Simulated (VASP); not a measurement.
# LiTlSe2 (P-4m2) in VASP: a series of runs

LiTlSe2 is run at these levels: PBE; tasks: single point.

Everything below comes from runs of VASP 6.6.1. Logs are shortened: lines on timing, memory, paths and dates and some standing lists are left out, and cuts for length are marked.

## (1) The cell of the first run

It takes space group P-4m2 (No. 115, tetragonal). Conventional cell: a = 4.230 Å, b = 4.230 Å, c = 5.890 Å, α = 90.00°, β = 90.00°, γ = 90.00°. Within 3.3 Å of Li (site symmetry -4m2) lie 4 Se at 2.50 Å. Se (site symmetry 2mm) has 2 Li at 2.50 Å and 2 Tl at 2.66 Å within 3.3 Å. Within 3.5 Å of Tl (site symmetry -4m2) lie 4 Se at 2.66 Å.

## (2) Single point, PBE (26.34 Å³/atom)

File INCAR:

```
  ALGO = Normal
  EDIFF = 1E-6
  ENCUT = 750
  GGA = PE
  GGA_COMPAT = False
  ISIF = 2
  ISMEAR = 0
  LASPH = True
  LCHARG = False
  LREAL = False
  LWAVE = False
  NBANDS = 22
  NELM = 120
  PREC = Accurate
  SIGMA = 0.01
```

File KPOINTS:

```
k-points
0
Gamma
  6 6 4
```

File POSCAR:

```
LiTlSe2
1.0
    4.2296246207      0.0000000000      0.0000000000
    0.0000000000      4.2296246207      0.0000000000
    0.0000000000      0.0000000000      5.8904969880
Li Se Tl
1 2 1
Direct
    0.0000000000      0.0000000000      0.0000000000
    0.0000000000      0.5000000000      0.2268148555
    0.5000000000      0.0000000000      0.7731851445
    0.5000000000      0.5000000000      0.5000000000
```

Potentials or basis: VASP PAW PBE potentials, release 64 (Li_sv, Se, Tl_d).

Command:

```
$ cat potpaw_PBE.64/Li_sv/POTCAR potpaw_PBE.64/Se/POTCAR potpaw_PBE.64/Tl_d/POTCAR > POTCAR
$ mpirun -np 1 vasp_std > vasp.out
```

OUTCAR:

```text
EDIFF = 1E-6
   ENCUT = 750
   GGA = PE
   ISIF = 2
   ISMEAR = 0
   LASPH = True
   LREAL = False
   NELM = 120
   PREC = Accurate

 ion  position               nearest neighbor table
   1  0.000  0.000  0.000-   2 2.50   3 2.50   2 2.50   3 2.50
   2  0.000  0.500  0.227-   1 2.50   1 2.50   4 2.66   4 2.66
   3  0.500  0.000  0.773-   1 2.50   1 2.50   4 2.66   4 2.66
   4  0.500  0.500  0.500-   2 2.66   3 2.66   3 2.66   2 2.66

  LATTYP: Found a simple tetragonal cell.
 ALAT       =     4.2296246207
 C/A-ratio  =     1.3926760685

  Lattice vectors:

 A1 = (   4.2296246207,   0.0000000000,   0.0000000000)
 A2 = (   0.0000000000,   4.2296246207,   0.0000000000)
 A3 = (   0.0000000000,   0.0000000000,   5.8904969880)

Analysis of symmetry for initial positions (statically):
=====================================================================
 Subroutine PRICEL returns:
 Original cell was already a primitive cell.

 Routine SETGRP: Setting up the symmetry group for a
 simple tetragonal supercell.

 Subroutine GETGRP returns: Found  8 space group operations
 (whereof  8 operations were pure point group operations)
 out of a pool of 16 trial point group operations.

The static configuration has the point symmetry D_2d.

Analysis of symmetry for dynamics (positions and initial velocities):
=====================================================================
 Subroutine PRICEL returns:
 Original cell was already a primitive cell.

 Routine SETGRP: Setting up the symmetry group for a
 simple tetragonal supercell.

 Subroutine GETGRP returns: Found  8 space group operations
 (whereof  8 operations were pure point group operations)
 out of a pool of 16 trial point group operations.

The dynamic configuration has the point symmetry D_2d.

 Subroutine INISYM returns: Found  8 space group operations
 (whereof  8 operations are pure point group operations),
 and found     1 'primitive' translations

----------------------------------------------------------------------------------------

                                     Primitive cell

  volume of cell :     105.3794

  direct lattice vectors                    reciprocal lattice vectors
     4.229624621  0.000000000  0.000000000     0.236427600  0.000000000  0.000000000
     0.000000000  4.229624621  0.000000000     0.000000000  0.236427600  0.000000000
     0.000000000  0.000000000  5.890496988     0.000000000  0.000000000  0.169764962

  length of vectors
     4.229624621  4.229624621  5.890496988     0.236427600  0.236427600  0.169764962

  position of ions in fractional coordinates (direct lattice)
     0.000000000  0.000000000  0.000000000
     0.000000000  0.500000000  0.226814856
     0.500000000  0.000000000  0.773185144
     0.500000000  0.500000000  0.500000000

  ion indices of the primitive-cell ions
   primitive index   ion index
                 1           1
                 2           2
                 3           3
                 4           4

----------------------------------------------------------------------------------------

 KPOINTS: k-points

Automatic generation of k-mesh.
 Grid dimensions read from file:
 generate k-points for:    6    6    4

 Generating k-lattice:

  Cartesian coordinates                     Fractional coordinates (reciprocal lattice)
     0.039404600  0.000000000  0.000000000     0.166666667  0.000000000  0.000000000
     0.000000000  0.039404600  0.000000000     0.000000000  0.166666667  0.000000000
     0.000000000  0.000000000  0.042441241     0.000000000  0.000000000  0.250000000

  Length of vectors
     0.039404600  0.039404600  0.042441241

  Shift w.r.t. Gamma in fractional coordinates (k-lattice)
     0.000000000  0.000000000  0.000000000

 Subroutine IBZKPT returns following result:
 ===========================================

 Found     30 irreducible k-points:

 Following reciprocal coordinates:
            Coordinates               Weight
  0.000000  0.000000  0.000000      1.000000
  0.166667  0.000000  0.000000      4.000000
  0.333333  0.000000  0.000000      4.000000
  0.500000  0.000000  0.000000      2.000000
  0.166667  0.166667  0.000000      4.000000
  0.333333  0.166667  0.000000      8.000000
[... 16 lines left out ...]
  0.333333  0.000000  0.500000      4.000000
  0.500000  0.000000  0.500000      2.000000
 [... further k-points ...]
   k-points           NKPTS =     30   k-points in BZ     NKDIM =     30   number of bands    NBANDS=     22
   number of dos      NEDOS =    301   number of ions     NIONS =      4
   total plane-waves  NPLWV =  86400
   dimension x,y,z NGX =    40 NGY =   40 NGZ =   54
   dimension x,y,z NGXF=    80 NGYF=   80 NGZF=  108
   ions per type =               1   2   1
   NGX,Y,Z   is equivalent  to a cutoff of  15.72, 15.72, 15.24 a.u.
   NGXF,Y,Z  is equivalent  to a cutoff of  31.44, 31.44, 30.48 a.u.
 SYSTEM =  unknown system
   PREC   = accura    normal or accurate (medium, high low for compatibility)
   ISTART =      0    job   : 0-new  1-cont  2-samecut
   ICHARG =      2    charge: 1-file 2-atom 10-const
   ISPIN  =      1    spin polarized calculation?
   LNONCOLLINEAR =      F non collinear calculations
   LSORBIT =      F    spin-orbit coupling
   LASPH  =      T    aspherical Exc in radial PAW
   ENCUT  =  750.0 eV  55.12 Ry    7.42 a.u.   9.44  9.44 13.15*2*pi/ulx,y,z
   NELM   =    120;   NELMIN=  2; NELMDL= -5     # of ELM steps
   EDIFF  = 0.1E-05   stopping-criterion for ELM
   LREAL  =      F    real-space projection
   EDIFFG = 0.1E-04   stopping-criterion for IOM
   NSW    =      0    number of steps for IOM
   IBRION =     -1    ionic relax: 0-MD 1-quasi-New 2-CG
   NFREE  =      0    steps in history (QN), initial steepest desc. (CG)
   ISIF   =      2    stress and relaxation
   ISYM   =      2    0-nonsym 1-usesym 2-fastsym
   POTIM  = 0.5000    time-step for ionic-motion
   TEBEG  =    0.0;   TEEND  =   0.0 temperature during run
   PSTRESS=    0.0 pullay stress
   NELECT =      28.0000    total number of electrons
   NUPDOWN=      -1.0000    fix difference up-down
   EMIN   =  10.00;   EMAX   =-10.00  energy-range for DOS
   EFERMI =   0.00;   METHOD = LEGACY
   ISMEAR =     0;   SIGMA  =   0.01  broadening in eV -4-tet -1-fermi 0-gaus
   EFERMI_NEDOS =   21; number of points for ismear=-14 and -15
   IALGO  =     38    algorithm
   IMIX   =      4    mixing-type and parameters
     AMIX     =   0.40;   BMIX     =  1.00
     AMIX_MAG =   1.60;   BMIX_MAG =  1.00
  volume/ion in A,a.u.               =      26.34       177.78
  Fermi-wavevector in a.u.,A,eV,Ry     =   1.052468  1.988876 15.071028  1.107689
  Thomas-Fermi vector in A             =   2.187552
   LORBIT       =      0    0 simple, 1 ext, 2 COOP (PROOUT), +10 PAW based schemes
   GGA     = PE    functional components
   LHFCALC =     F    Hartree Fock is set to
   AEXX    =    0.0000 exact exchange contribution
   IVDW    =     0    specifies the selected vdW correction
   LEPSILON=     F    determine dielectric tensor
   LRPA    =     F    only Hartree local field effects (RPA)
 non-spin polarized calculation
 Gauss-broadening in eV      SIGMA  =   0.01
  energy-cutoff  :      750.00
  volume of cell :      105.38
 maximum number of plane-waves:      4940
 NGX is ok and might be reduce to    40
   NGX = 19   NGY = 19   NGZ = 27

 number of electron      27.9999999 magnetization

 Free energy of the ion-electron system (eV)
  ---------------------------------------------------
  ext. energy  EPLUGINS =         0.00000000
  ---------------------------------------------------
  free energy    TOTEN  =       -13.56509116 eV

  energy without entropy =      -13.56509116  energy(sigma->0) =      -13.56509116

 E-fermi :   2.0731     XC(G=0):  -8.5059

 val. band max:        1.9861367868   @ k =   0.0000   0.0000   0.0000
 cond. band min:       2.4539136523   @ k =   0.0000   0.0000   0.0000
 fundamental gap:      0.4677768655
 Fermi energy:         2.0730954032

 k-point     1 :       0.0000    0.0000    0.0000
  band No.  band energies     occupation
      1     -42.4638      2.00000
      2     -10.5364      2.00000
      3     -10.2018      2.00000
      4      -8.8745      2.00000
      5      -8.8745      2.00000
      6      -8.7548      2.00000
[... 14 lines left out ...]
     21      11.2602      0.00000
     22      12.7815      0.00000

 k-point     2 :       0.1667    0.0000    0.0000
  band No.  band energies     occupation
      1     -42.4638      2.00000
      2     -10.4864      2.00000
      3     -10.2083      2.00000
      4      -8.8725      2.00000
      5      -8.8303      2.00000
      6      -8.7307      2.00000
[... 14 lines left out ...]
     21      11.2142      0.00000
     22      11.7817      0.00000

 k-point     3 :       0.3333    0.0000    0.0000
  band No.  band energies     occupation
      1     -42.4637      2.00000
      2     -10.3815      2.00000
      3     -10.2339      2.00000
      4      -8.8683      2.00000
      5      -8.7748      2.00000
      6      -8.6691      2.00000
[... 14 lines left out ...]
     21      10.5666      0.00000
     22      10.6641      0.00000
[... 476 lines left out ...]
 k-point    23 :       0.3333    0.0000    0.5000
  band No.  band energies     occupation
      1     -42.4637      2.00000
      2     -10.3388      2.00000
      3     -10.2517      2.00000
      4      -8.8706      2.00000
      5      -8.7523      2.00000
      6      -8.6688      2.00000
[... 14 lines left out ...]
     21       9.8340      0.00000
     22      10.3679      0.00000

 k-point    24 :       0.5000    0.0000    0.5000
  band No.  band energies     occupation
      1     -42.4637      2.00000
      2     -10.3201      2.00000
      3     -10.2529      2.00000
      4      -8.8683      2.00000
      5      -8.7452      2.00000
      6      -8.6787      2.00000
[... 14 lines left out ...]
     21      10.2413      0.00000
     22      10.5466      0.00000

 [... further k-points ...]

------------------------ aborting loop because EDIFF is reached ----------------------------------------

  FORCE on cell =-STRESS in cart. coord.  units (eV):
  Direction    XX          YY          ZZ          XY          YZ          ZX
  --------------------------------------------------------------------------------------
  -------------------------------------------------------------------------------------
  Total        1.6494778      1.6494778      1.7428650      0.0000000      0.0000000      0.0000000
  in kB       25.0784943     25.0784943     26.4983440      0.0000000      0.0000000      0.0000000
  external PRESSURE =      25.5517775 kB  Pullay stress =       0.0000000 kB

 VOLUME and BASIS-vectors are now :
 -----------------------------------------------------------------------------
  energy-cutoff  :      750.00
  volume of cell :      105.38
      direct lattice vectors                 reciprocal lattice vectors
     4.229624621  0.000000000  0.000000000     0.236427600  0.000000000  0.000000000
     0.000000000  4.229624621  0.000000000     0.000000000  0.236427600  0.000000000
     0.000000000  0.000000000  5.890496988     0.000000000  0.000000000  0.169764962

 POSITION                                       TOTAL-FORCE (eV/Angst)
 -----------------------------------------------------------------------------------
      0.00000      0.00000      0.00000        -0.000000      0.000000      0.000000
      0.00000      2.11481      1.33605        -0.000000      0.000000     -0.262018
      2.11481      0.00000      4.55444         0.000000      0.000000      0.262018
      2.11481      2.11481      2.94525        -0.000000     -0.000000      0.000000
 -----------------------------------------------------------------------------------
    total drift:                               -0.000000      0.000000     -0.000000

  FREE ENERGIE OF THE ION-ELECTRON SYSTEM (eV)
  ---------------------------------------------------
  free  energy   TOTEN  =       -13.5650911558 eV

  energy  without entropy=      -13.5650911558  energy(sigma->0) =      -13.56509116
```

It took 47 s on 1 thread of Intel Xeon 6975P-C (Granite Rapids), shared host; peak memory 0.35 GiB.

What came out:

```yaml
Free_energy: -13.5651 eV
Pressure: 2.6 GPa
Largest_force: 0.262 eV/Å
Band_gap_on_the_k_mesh: 0.47 eV
```

Forces in eV/Å, atoms in the order of the input:
```
Li   0.000  0.000  0.000
Se   0.000  0.000 -0.262
Se   0.000  0.000  0.262
Tl   0.000  0.000  0.000
```

Stress tensor (GPa, compression positive):
```
2.51 0.00 0.00
0.00 2.51 0.00
0.00 0.00 2.65
```

Levels at points of the mesh, in eV from the valence-band top:
```csv
k point,band 10,band 11,band 12,band 13,band 14,band 15,band 16,band 17,band 18,band 19
"(0.00, 0.00, 0.00)",-1.78,-1.78,-0.24,0.00,0.00,0.47,3.26,5.19,5.78,5.78
"(0.50, 0.00, 0.00)",-2.23,-2.20,-1.75,-1.01,-0.52,2.29,5.38,5.57,6.27,6.47
"(0.50, 0.50, 0.00)",-2.18,-2.10,-1.76,-1.76,-1.14,1.59,3.21,3.21,6.50,9.42
"(0.00, 0.00, 0.50)",-1.43,-1.23,-1.23,-0.78,-0.78,2.15,3.38,5.00,6.73,6.83
"(0.50, 0.00, 0.50)",-3.15,-0.93,-0.88,-0.54,-0.51,0.77,4.91,5.64,6.21,6.75
"(0.50, 0.50, 0.50)",-2.96,-2.12,-2.12,-1.81,-1.54,3.21,5.29,5.29,7.02,7.02
```

Caveat: spin-orbit coupling is left out, which moves the levels of the heavy elements. A k mesh can miss the band edges.

## (3) Single point, PBE

This run uses another cell than the first one, of 27.18 Å³/atom.

File INCAR:

```
SYSTEM = LiTlSe2
ALGO = Normal
EDIFF = 1E-6
ENCUT = 750
GGA = PE
GGA_COMPAT = .FALSE.
ISIF = 2
ISMEAR = 0
LASPH = .TRUE.
LCHARG = .FALSE.
LREAL = .FALSE.
LWAVE = .FALSE.
NBANDS = 22
NELM = 120
PREC = Accurate
SIGMA = 0.01
```

File KPOINTS:

```
k-points
0
G
  6 6 4
  0 0 0
```

File POSCAR:

```
LiTlSe2
1.0
    4.2639248008      0.0000000000      0.0000000000
    0.0000000000      4.2639248008      0.0000000000
    0.0000000000      0.0000000000      5.9802486638
Li Se Tl
1 2 1
Direct
    0.0000000000      0.0000000000      0.0000000000
    0.0000000000      0.5000000000      0.2292133975
    0.5000000000      0.0000000000      0.7707866025
    0.5000000000      0.5000000000      0.5000000000
```

Potentials or basis: VASP PAW PBE potentials, release 64 (Li_sv, Se, Tl_d).

Command:

```
$ cat potpaw_PBE.64/Li_sv/POTCAR potpaw_PBE.64/Se/POTCAR potpaw_PBE.64/Tl_d/POTCAR > POTCAR
$ mpirun -np 1 vasp_std > vasp.out
```

Run time: 48 s. Hardware: 1 thread of Intel Xeon 6975P-C (Granite Rapids), shared host; peak memory 0.36 GiB.

It converged, with:

- Free energy: -13.5997 eV
- Pressure: 1.3 GPa
- Largest force: 0.206 eV/Å
- Band gap on the k mesh: 0.43 eV

Forces in eV/Å, atoms in the order of the input:
```
Li   0.000  0.000  0.000
Se   0.000  0.000 -0.206
Se   0.000  0.000  0.206
Tl   0.000  0.000  0.000
```

Stress tensor (GPa, compression positive):
```
1.31 0.00 0.00
0.00 1.31 0.00
0.00 0.00 1.41
```

Levels at points of the mesh, in eV from the valence-band top:
| k point | band 10 | band 11 | band 12 | band 13 | band 14 | band 15 | band 16 | band 17 | band 18 | band 19 |
| --- | --- | --- | --- | --- | --- | --- | --- | --- | --- | --- |
| (0.00, 0.00, 0.00) | -1.68 | -1.68 | -0.23 | 0.00 | 0.00 | 0.43 | 3.27 | 5.18 | 5.77 | 5.77 |
| (0.50, 0.00, 0.00) | -2.16 | -2.10 | -1.67 | -0.97 | -0.46 | 2.18 | 5.38 | 5.53 | 6.27 | 6.40 |
| (0.50, 0.50, 0.00) | -2.12 | -2.00 | -1.70 | -1.70 | -1.08 | 1.60 | 3.26 | 3.26 | 6.49 | 9.27 |
| (0.00, 0.00, 0.50) | -1.39 | -1.19 | -1.19 | -0.71 | -0.71 | 2.05 | 3.36 | 5.01 | 6.71 | 6.76 |
| (0.50, 0.00, 0.50) | -3.01 | -0.90 | -0.87 | -0.53 | -0.45 | 0.75 | 4.86 | 5.65 | 6.14 | 6.75 |
| (0.50, 0.50, 0.50) | -2.83 | -2.02 | -2.02 | -1.71 | -1.47 | 3.07 | 5.23 | 5.23 | 6.92 | 6.92 |

Caveat: spin-orbit coupling is left out, which moves the levels of the heavy elements.
